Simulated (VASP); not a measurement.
Write the native input for VASP 6.6.1 that does the following.

```
Task                   : relaxation of cell and atoms
Functional             : PBE
Potentials or basis    : VASP PAW PBE potentials, release 64 (Rh_pv)
Cutoff                 : 500 eV
k mesh                 : 17 × 17 × 17
Occupations            : methfessel-paxton, width 0.1 eV
Spin                   : no spin polarisation
Dipole correction      : no
Further INCAR settings : ALGO = Normal; EDIFF = 1e-07; IBRION = 2; EDIFFG = -0.005; NSW = 80; ISIF = 3
```

The structure of Rh lies in POSCAR:

```
Rh
1.0
    0.0000000000      1.9029861000      1.9029861000
    1.9029861000      0.0000000000      1.9029861000
    1.9029861000      1.9029861000      0.0000000000
Rh
1
Direct
    0.0000000000      0.0000000000      0.0000000000
```

These files were run (other wordings do the same):

INCAR

```
SYSTEM = Rh
ALGO     = Normal         ! electronic algorithm
EDIFF    = 1E-7           ! SCF threshold, eV
EDIFFG   = -0.005         ! ionic threshold
ENCUT    = 500            ! plane-wave cutoff, eV
GGA      = PE             ! functional
GGA_COMPAT= .False.      
IBRION   = 2              ! ionic algorithm
ISIF     = 3              ! what is computed and relaxed
ISMEAR   = 1              ! smearing method
LASPH    = .True.         ! aspherical terms in the spheres
LCHARG   = .False.        ! write CHGCAR
LREAL    = .False.        ! projectors in reciprocal space
LWAVE    = .False.        ! write WAVECAR
NELM     = 120            ! most SCF steps
NELMIN   = 4            
NSW      = 80             ! ionic steps
PREC     = Accurate       ! precision mode
SIGMA    = 0.1            ! smearing width, eV
```

KPOINTS

```
k-points
0
Gamma
  17 17 17
  0 0 0
```

Potentials or basis: VASP PAW PBE potentials, release 64 (Rh_pv).

Command:

```console
$ cat potpaw_PBE.64/Rh_pv/POTCAR > POTCAR
$ mpirun -np 1 vasp_std > vasp.out
```

Results of the run:

The relaxed volume is 14.05 Å³/atom. The relaxed cell is a = 2.708 Å, b = 2.708 Å, c = 2.708 Å, α = 60.00°, β = 60.00°, γ = 60.00°, the space group after relaxing (to 0.1 Å) is Fm-3m (No. 225) and the energy gained by relaxing is 4.1 meV/atom. The ionic steps are 3. The pressure after relaxing is 0.0 GPa and the band gap on the k mesh is zero (an odd number of electrons rules out a gap without spin polarisation).

Wall time 67 s on 1 thread of AMD EPYC 7R43 64-Core Processor (Zen 3), on a shared host, peak memory 0.11 GiB.
